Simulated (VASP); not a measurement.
# Ga2GeTeSe (P4mm) in VASP: a series of runs, part 2 of 2

VASP 6.6.1. Earlier steps stand in the parts before.

### 4 Relaxation of cell and atoms, PBE

This run uses another cell than the first one, of 26.74 Å³/atom, 1.070 times its volume.

File INCAR:

```
SYSTEM = Ga2GeTeSe
PREC = Accurate ; ENCUT = 600
EDIFF = 1E-6 ; ISMEAR = 0
SIGMA = 0.1 ; LREAL = .FALSE.
LASPH = .TRUE. ; NELM = 100
ALGO = Normal ; ISIF = 3
LWAVE = .FALSE. ; LCHARG = .FALSE.
GGA = PE ; IBRION = 2
NSW = 90 ; EDIFFG = -0.04
```

File KPOINTS:

```
regular mesh
0
G
  4 4 2
  0 0 0
```

File POSCAR:

```
Ga2GeTeSe
1.0
    4.0261523600      0.0000000000      0.0000000000
    0.0000000000      4.0261523600      0.0000000000
    0.0000000000      0.0000000000      8.2473606100
Ga Ge Te Se
2 1 1 1
Direct
    0.5000000000      0.5000000000      0.6101773700
    0.5000000000      0.5000000000      0.1705091200
    0.5000000000      0.5000000000      0.3992750800
    0.0000000000      0.0000000000      0.2830463000
    0.0000000000      0.0000000000      0.6881710000
```

The run is started by

```sh
> cat potpaw_PBE.64/Ga_d/POTCAR potpaw_PBE.64/Ge_d/POTCAR potpaw_PBE.64/Te/POTCAR potpaw_PBE.64/Se/POTCAR > POTCAR
> mpirun -np 1 vasp_std > vasp.out
```

It took 30 min on 1 thread of AMD EPYC 9R45 (Zen 5), shared host; peak memory 0.29 GiB.

Results (log left out):

```yaml
Free_energy: -17.0833 eV
Relaxed_volume: 25.02 Å³/atom
Relaxed_cell: a = 3.925 Å, b = 3.925 Å, c = 8.118 Å, α = 90.00°, β = 90.00°, γ = 90.00°
Space_group_after_relaxing_to_0.05_Å: P4mm (No. 99)
Energy_gained_by_relaxing: 1886.9 meV/atom
Ionic_steps: 74
Pressure_after_relaxing: 0.0 GPa
Largest_force_after_relaxing: 0.039 eV/Å
Band_gap_on_the_k_mesh: zero (band 26 reaches 5.32 eV, above the bottom of band 27 at 3.14 eV)
```

Forces on the atoms (eV/Å):
```
Ga   0.000  0.000 -0.006
Ga   0.000  0.000  0.029
Ge   0.000  0.000 -0.039
Te   0.000  0.000 -0.021
Se   0.000  0.000  0.037
```

Stress tensor (GPa, compression positive):
```
 0.05  0.00  0.00
 0.00  0.05  0.00
 0.00  0.00 -0.10
```

The path:
```csv
step,energy change (eV),largest force (eV/Å),pressure (GPa),volume (Å³)
1,0.0000,24.0579,26.36,133.69
3,-7.5774,0.6977,-3.31,213.65
5,-8.4020,0.9744,-2.03,171.97
7,-8.4054,1.1190,-1.94,170.35
9,-8.6591,0.9025,0.99,154.44
11,-8.7316,0.6628,-0.04,156.65
13,-8.6774,0.7430,-3.76,163.84
15,-8.8749,0.2776,-2.08,157.87
17,-8.9467,0.4373,-1.41,149.53
19,-9.0222,0.2758,0.61,139.42
21,-9.0563,0.1836,-0.20,140.08
23,-9.0719,0.2155,0.06,138.14
25,-9.0730,0.2412,0.21,137.44
27,-9.0898,0.2180,-0.57,138.24
29,-9.0946,0.2444,-0.75,138.03
31,-9.1167,0.3092,-0.31,134.06
33,-9.1181,0.3333,-0.04,132.85
35,-9.1430,0.3677,0.12,130.43
37,-9.2711,1.1129,1.96,119.38
39,-9.2706,1.1543,2.13,118.96
41,-9.2785,1.1632,2.12,118.55
43,-9.2911,1.1318,2.15,118.12
45,-9.3443,0.8033,1.36,119.83
47,-9.3844,0.1689,-1.02,126.85
49,-9.3960,0.2128,-0.39,124.16
51,-9.3984,0.1981,-0.34,124.07
53,-9.4095,0.1684,0.31,122.18
55,-9.4151,0.0940,-0.01,122.99
57,-9.4164,0.0865,-0.02,123.14
59,-9.4185,0.1248,0.16,123.12
61,-9.4223,0.1424,0.08,124.00
63,-9.4095,0.2956,-0.92,127.95
65,-9.4281,0.2300,-0.21,125.64
67,-9.4281,0.1011,-0.34,126.25
69,-9.4320,0.1232,-0.11,125.56
71,-9.4332,0.0724,0.25,124.81
73,-9.4340,0.0508,0.03,124.99
74,-9.4345,0.0387,0.00,125.10
```

Final structure:
```
Ga Ge Te Se
1.0
     3.92549    0.00000    0.00000
     0.00000    3.92549    0.00000
     0.00000    0.00000    8.11847
Ga Ge Te Se
2 1 1 1
Direct
  0.50000 0.50000 0.70215
  0.50000 0.50000 0.03058
  0.50000 0.50000 0.37521
  0.00000 0.00000 0.27703
  0.00000 0.00000 0.76622
```

Levels at points of the mesh, in eV from the Fermi level:
```tsv
k point	band 23	band 24	band 25	band 26	band 27	band 28	band 29	band 30
(0.00, 0.00, 0.00)	-1.83	-1.73	-1.73	-0.16	0.53	3.31	3.31	3.52
(0.50, 0.00, 0.00)	-0.82	-0.76	-0.51	0.55	0.77	1.20	1.60	2.68
(0.50, 0.50, 0.00)	-3.95	-3.95	-2.12	-0.12	0.25	0.25	1.86	2.41
(0.00, 0.00, 0.50)	-2.46	-1.87	-1.87	0.57	1.05	3.62	3.69	3.69
(0.50, 0.00, 0.50)	-2.09	-0.76	-0.59	0.85	1.02	1.37	1.58	2.04
(0.50, 0.50, 0.50)	-4.14	-2.28	-1.50	-1.38	-1.16	0.92	0.92	3.00
```

Caveat: the k points lie up to 0.40 Å⁻¹ apart in the final cell; spin-orbit coupling is left out, which moves the levels of the heavy elements.

### 5 Single point, PBE

This run uses another cell than the first one, of 24.63 Å³/atom, 0.986 times its volume.

File INCAR:

```
  PREC = Accurate
  ENCUT = 520
  EDIFF = 1E-6
  ISMEAR = 0
  SIGMA = 0.1
  LREAL = F
  LASPH = T
  NELM = 100
  ALGO = Normal
  ISIF = 2
  LWAVE = F
  LCHARG = F
  GGA = PE
  NBANDS = 34
```

File KPOINTS:

```
Automatic mesh
0
Gamma
  10 10 6
```

File POSCAR:

```
Ga2GeTeSe
1.0
    3.7966290319      0.0000000000      0.0000000000
    0.0000000000      3.7966290319      0.0000000000
    0.0000000000      0.0000000000      8.5444716329
Ga Ge Te Se
2 1 1 1
Direct
    0.5000000000      0.5000000000      0.6930887396
    0.5000000000      0.5000000000      0.0230064657
    0.5000000000      0.5000000000      0.3875550016
    0.0000000000      0.0000000000      0.2699686294
    0.0000000000      0.0000000000      0.7775600337
```

The run is started by

```sh
> cat potpaw_PBE.64/Ga_d/POTCAR potpaw_PBE.64/Ge_d/POTCAR potpaw_PBE.64/Te/POTCAR potpaw_PBE.64/Se/POTCAR > POTCAR
> mpirun -np 1 vasp_std > vasp.out
```

It took 2.5 min on 1 thread of AMD EPYC 9R45 (Zen 5), shared host; peak memory 0.45 GiB.

Results (log left out):

```
Free energy            : -17.1310 eV
Pressure               : 0.0 GPa
Largest force          : 0.006 eV/Å
Band gap on the k mesh : zero (band 26 reaches 6.03 eV, above the bottom of band 27 at 3.30 eV)
```

Forces on the atoms (eV/Å):
```
Ga   0.000  0.000 -0.004
Ga   0.000  0.000  0.003
Ge   0.000  0.000 -0.001
Te   0.000  0.000 -0.003
Se   0.000  0.000  0.006
```

Levels at points of the mesh, in eV from the Fermi level:
```
           k point  band 22  band 23  band 24  band 25  band 26  band 27  band 28  band 29  band 30  band 31
(0.00, 0.00, 0.00)    -2.68    -2.36    -2.15    -2.15    -0.47    -0.11     2.98     2.98     3.33     3.78
(0.50, 0.00, 0.00)    -1.91    -1.66    -1.19    -0.69     0.18     0.21     0.92     2.02     2.55     2.81
(0.50, 0.50, 0.00)    -4.67    -4.67    -4.33    -2.53    -1.00    -0.41    -0.41     0.84     1.97     3.54
(0.00, 0.00, 0.50)    -2.57    -2.57    -2.30    -2.30    -0.05     0.64     3.38     3.38     3.41     4.22
(0.50, 0.00, 0.50)    -3.58    -2.94    -1.17    -0.71     0.98     1.05     1.27     1.86     1.86     2.85
(0.50, 0.50, 0.50)    -4.82    -4.82    -2.87    -1.96    -1.75    -1.64     0.22     0.22     1.91     1.91
```

Caveat: spin-orbit coupling is left out, which moves the levels of the heavy elements.

### 6 Summary

| task | cell | k mesh | cutoff (eV) | gap on the mesh (eV) | pressure (GPa) | largest force (eV/Å) |
| --- | --- | --- | --- | --- | --- | --- |
| single point | a = 3.927, b = 3.927, c = 8.101 Å, 5 atoms | 4 × 4 × 2 | 520 | none | 0.1 | 0.02 |
| single point | a = 4.026, b = 4.026, c = 8.247 Å, 5 atoms | 4 × 4 × 2 | 520 | none | 26.4 | 24.06 |
| relaxation of cell and atoms | relaxed from a = 4.026, b = 4.026, c = 8.247 Å, 5 atoms | 4 × 4 × 2 | 600 | none | 0.0 | 0.04 |
| single point | a = 3.797, b = 3.797, c = 8.544 Å, 5 atoms | 10 × 10 × 6 | 520 | none | 0.0 | 0.01 |

Alike in all rows: level PBE; potentials or basis VASP PAW PBE potentials, release 64 (Ga_d, Ge_d, Te, Se); no spin polarisation; smearing gaussian 0.1 eV.

Caveats: some runs use coarse meshes; spin-orbit coupling is left out, which moves the levels of the heavy elements; forces of over 1 eV/Å act on the atoms, so gaps and moduli don't describe the material at rest (some runs).

Absolute energies hang on the potentials; compare differences alone.
